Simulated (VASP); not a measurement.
Write the native input for VASP 6.6.1 that does the following.

| Property | Result |
| --- | --- |
| Task | single point |
| Functional | PBE |
| Dispersion | D3(BJ) |
| Potentials or basis | VASP PAW PBE potentials, release 64 (W_sv) |
| Cutoff | 500 eV |
| k mesh | 18 × 18 × 18 |
| Occupations | gaussian, width 0.1 eV |
| Spin | no spin polarisation |
| Dipole correction | no |
| Further INCAR settings | ALGO = Normal; EDIFF = 1e-06; NBANDS = 13 |

The structure of W lies in POSCAR:

```
W
1.0
   -1.5797573761      1.5797573761      1.5797573761
    1.5797573761     -1.5797573761      1.5797573761
    1.5797573761      1.5797573761     -1.5797573761
W
1
Direct
    0.0000000000      0.0000000000      0.0000000000
```

The input as run:

INCAR

```
SYSTEM = W
PREC = Accurate
ENCUT = 500
EDIFF = 1E-6
ISMEAR = 0
SIGMA = 0.1
LREAL = .FALSE.
LASPH = .TRUE.
NELM = 120
ALGO = Normal
ISIF = 2
LWAVE = .FALSE.
LCHARG = .FALSE.
GGA = PE
IVDW = 12
NBANDS = 13
GGA_COMPAT = .FALSE.
```

KPOINTS

```
Automatic mesh
0
G
  18 18 18
  0 0 0
```

Potentials or basis: VASP PAW PBE potentials, release 64 (W_sv).

The run is started by

```sh
$ cat potpaw_PBE.64/W_sv/POTCAR > POTCAR
$ mpirun -np 1 vasp_std > vasp.out
```

Results of the run:

The pressure is 0.5 GPa and the band gap on the k mesh is zero (band 7 reaches 16.73 eV, above the bottom of band 8 at 10.28 eV). The dispersion energy per atom is -0.699 eV.

Caveat: spin-orbit coupling is left out, which moves the levels of the heavy elements; pairwise dispersion overbinds metals, which lowers pressure and volume.

Run time: 42 s on 1 thread of Intel Xeon 8259CL, on a shared host, peak memory 0.16 GiB.
